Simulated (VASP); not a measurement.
# CuSn7O15 (a cell with a defect) in VASP: settings compared, part 2 of 2

VASP 6.6.1. The steps go on from the part before.

## 4. Single point, LDA

File INCAR:

```
PREC = Accurate
ENCUT = 520
EDIFF = 1E-6
ISMEAR = -1
SIGMA = 0.01
LREAL = False
LASPH = True
NELM = 120
ALGO = Normal
ISIF = 2
LWAVE = False
LCHARG = False
GGA = CA
NBANDS = 116
NELECT = 200.0
GGA_COMPAT = False
```

File KPOINTS:

```
Automatic mesh
0
Gamma
  1 1 1
  0.25 0.25 0.25
```

File POSCAR:

```
CuSn7O15
1.0
    4.8274600320      4.8274600320      0.0000000000
   -4.8274600320      4.8274600320      0.0000000000
    0.0000000000      0.0000000000      6.4759066843
Sn O Cu
7 15 1
Direct
    0.0137398224      0.5007211257      0.2425590146
    0.5002437490      0.0016800937      0.2495051930
   -0.0036387871      0.0004143739     -0.0001976684
    0.5095138161      0.5004347928     -0.0013194304
    0.0113863191      0.5006395480      0.7570489077
    0.5004084000     -0.0024085689      0.7486102904
   -0.0004113622      0.0012600065      0.4997006284
   -0.0019307374      0.8052568768      0.2519673938
    0.5040751390      0.3098248800      0.2546967071
   -0.0108234792      0.1962553319      0.2516190500
    0.5051435046      0.6989780017      0.2412050557
    0.2988828288      0.0062443914     -0.0005454878
    0.8178566098      0.5066472803      0.0011450321
    0.2001540660      0.4967702768     -0.0011976336
    0.6963710742     -0.0067282576     -0.0014228259
   -0.0021297368      0.8054912409      0.7473875311
    0.5111877837      0.3008686599      0.7571922447
   -0.0093507327      0.1963978482      0.7481250456
    0.5078352434      0.6885817828      0.7408221555
    0.3022437660      0.0037075535      0.4992952837
    0.1756672462      0.4969189321      0.5004719154
    0.6964278926     -0.0029831287      0.4994787314
    0.4914316413      0.4975054266      0.4968785820
```

Potentials or basis: VASP PAW LDA potentials, release 64 (Sn_d, O, Cu).

Started as:

```bash
cat potpaw_LDA.64/Sn_d/POTCAR potpaw_LDA.64/O/POTCAR potpaw_LDA.64/Cu/POTCAR > POTCAR
mpirun -np 1 vasp_std > vasp.out
```

It took 12 min on 1 thread of Intel Xeon 8259CL, shared host; peak memory 0.35 GiB.

The run converged. Its results:

```yaml
Free_energy: -149.6800 eV
Largest_force: 0.349 eV/Å
```

Forces on the atoms (eV/Å):
```
Sn   0.152  0.149 -0.217
Sn  -0.061  0.098  0.028
Sn  -0.018 -0.014 -0.024
Sn  -0.008 -0.028 -0.049
Sn   0.139  0.123  0.214
Sn   0.080 -0.052 -0.023
Sn  -0.012 -0.012  0.016
O   -0.072  0.090 -0.001
O    0.099  0.053 -0.198
O    0.114 -0.023 -0.039
O    0.116 -0.218  0.148
O    0.144 -0.034 -0.036
O    0.150  0.019 -0.029
O   -0.136 -0.057  0.009
O   -0.143  0.013  0.068
O   -0.062  0.079  0.015
O   -0.144  0.088 -0.170
O    0.121 -0.061  0.018
O   -0.102  0.008  0.230
O    0.076  0.016  0.014
O   -0.085 -0.035 -0.032
O   -0.075 -0.016 -0.058
Cu  -0.272 -0.187  0.113
```

Levels at points of the mesh, in eV from the Fermi level:
| k point | band 97 | band 98 | band 99 | band 100 | band 101 | band 102 | band 103 | band 104 |
| --- | --- | --- | --- | --- | --- | --- | --- | --- |
| (0.25, 0.25, 0.25) | -1.30 | -1.20 | -1.14 | -0.15 | 0.16 | 1.49 | 1.80 | 2.62 |

Caveat: the cell carries a net charge on a neutralising background, which shifts energy and pressure; the cell is charged against a uniform background, so pressure and absolute levels hang on convention; spin-orbit coupling is left out, which moves the levels of the heavy elements.

## 5. Single point, LDA

File INCAR:

```
PREC     = Accurate       # precision mode
ENCUT    = 520            # plane-wave cutoff, eV
EDIFF    = 1E-6           # SCF threshold, eV
ISMEAR   = -1             # smearing method
SIGMA    = 0.01           # smearing width, eV
LREAL    = False          # projectors in reciprocal space
LASPH    = True           # aspherical terms in the spheres
NELM     = 120            # most SCF steps
ALGO     = Normal         # electronic algorithm
ISIF     = 2              # what is computed and relaxed
LWAVE    = False          # write WAVECAR
LCHARG   = True           # write CHGCAR
GGA      = CA             # functional
LELF     = True           # ELF
LVHAR    = True         
NELECT   = 198.0        
NBANDS   = 116            # bands
GGA_COMPAT= False
```

KPOINTS is that of step 4.

File POSCAR:

```
CuSn7O15
1.0
    4.8274600320      4.8274600320      0.0000000000
   -4.8274600320      4.8274600320      0.0000000000
    0.0000000000      0.0000000000      6.4759066843
Sn O Cu
7 15 1
Direct
    0.0172410229      0.4983258279      0.2362319997
    0.4955716105     -0.0023438994      0.2543138273
   -0.0078947677     -0.0013850800     -0.0003063187
    0.5131633201      0.4987955407     -0.0007650378
    0.0163612083      0.4986321777      0.7641346055
    0.4962821278     -0.0005038570      0.7440561319
   -0.0045862175     -0.0011105291      0.4995159515
   -0.0074133732      0.8023759151      0.2493843403
    0.5123196800      0.3142446888      0.2658428033
   -0.0119017650      0.1944032631      0.2494089986
    0.5051116090      0.6798972089      0.2661704252
    0.3023664017      0.0009492753     -0.0011636376
    0.8172566633      0.5012610360      0.0003894971
    0.2088416088      0.4946680886     -0.0002430387
    0.6840606850     -0.0041628048     -0.0005861611
   -0.0076697751      0.8025884112      0.7498304651
    0.5152520390      0.3179288457      0.7311596450
   -0.0133642510      0.1948224999      0.7498632157
    0.5074033575      0.6823699532      0.7320204482
    0.2993211392      0.0023212281      0.4997802112
    0.1548861146      0.4966910744      0.5005241305
    0.6916091854     -0.0055271431      0.4989095517
    0.4955913593      0.4984198835      0.4986101238
```

Started as:

```bash
cat potpaw_LDA.64/Sn_d/POTCAR potpaw_LDA.64/O/POTCAR potpaw_LDA.64/Cu/POTCAR > POTCAR
mpirun -np 1 vasp_std > vasp.out
```

Run time: 9.3 min. Hardware: 1 thread of Intel Xeon 8259CL, shared host; peak memory 0.35 GiB.

The run converged. Its results:

```yaml
Free_energy: -161.0486 eV
Largest_force: 0.278 eV/Å
```

Forces on the atoms (eV/Å):
```
Sn   0.150  0.133 -0.169
Sn  -0.003  0.016  0.061
Sn  -0.003 -0.006 -0.035
Sn  -0.022 -0.030 -0.027
Sn   0.134  0.114  0.153
Sn   0.019  0.010 -0.062
Sn  -0.002 -0.015  0.030
O   -0.067  0.089 -0.015
O   -0.210  0.170  0.063
O    0.093 -0.026 -0.034
O    0.084 -0.057  0.051
O    0.069  0.045  0.016
O    0.095  0.073  0.012
O   -0.114 -0.079 -0.016
O   -0.077 -0.045  0.001
O   -0.072  0.084  0.026
O   -0.079 -0.011 -0.045
O    0.134 -0.038  0.035
O    0.154 -0.169 -0.032
O    0.082  0.033 -0.019
O   -0.136 -0.129 -0.040
O   -0.090 -0.031  0.003
Cu  -0.137 -0.131  0.044
```

Levels at points of the mesh, in eV from the Fermi level:
```
           k point  band 96  band 97  band 98  band 99  band 100  band 101  band 102  band 103
(0.25, 0.25, 0.25)    -0.72    -0.66    -0.50    -0.29      0.30      1.87      3.23      3.64
```

Caveat: the cell carries a net charge on a neutralising background, which shifts energy and pressure; the cell is charged against a uniform background, so pressure and absolute levels hang on convention; spin-orbit coupling is left out, which moves the levels of the heavy elements.
